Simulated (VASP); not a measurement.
Crystal: ZnCu.

```
CELL_PARAMETERS angstrom
2.94500 0.00000 0.00000
0.00000 2.94500 0.00000
0.00000 0.00000 2.94500
ATOMIC_POSITIONS crystal
Zn 0.50000 0.50000 0.50000
Cu 0.00000 0.00000 0.00000
```

- Program: VASP 6.6.1
- Task: relaxation of cell and atoms
- Functional: PBEsol
- Potentials or basis: VASP PAW PBE potentials, release 64 (Zn, Cu)
- Cutoff: 600 eV
- k mesh: 14 × 14 × 14
- Occupations: gaussian, width 0.1 eV
- Spin: no spin polarisation

At the start: pressure -4.2 GPa; volume 12.77 Å³/atom.

Q: How do energy, volume and symmetry change on relaxing?

A: Over 3 steps the energy falls by 5.5 meV/atom and the volume is 12.36 Å³/atom (-3.2 %); space group Pm-3m (No. 221, to 0.05 Å).

The path:
```tsv
step	energy change (eV)	largest force (eV/Å)	pressure (GPa)	volume (Å³)
1	0.0000	0.0000	-4.19	25.54
2	-0.0083	0.0000	2.26	24.33
3	-0.0110	0.0000	0.02	24.72
```

Final structure:
```xyz
2
Lattice="2.9130 0.0000 0.0000 0.0000 2.9130 0.0000 0.0000 0.0000 2.9130" Properties=species:S:1:pos:R:3 pbc="T T T"
Zn    1.4565    1.4565    1.4565
Cu    0.0000    0.0000    0.0000
```

Caveat: the PAW data sets were made with another functional, which shifts forces and pressure a little.
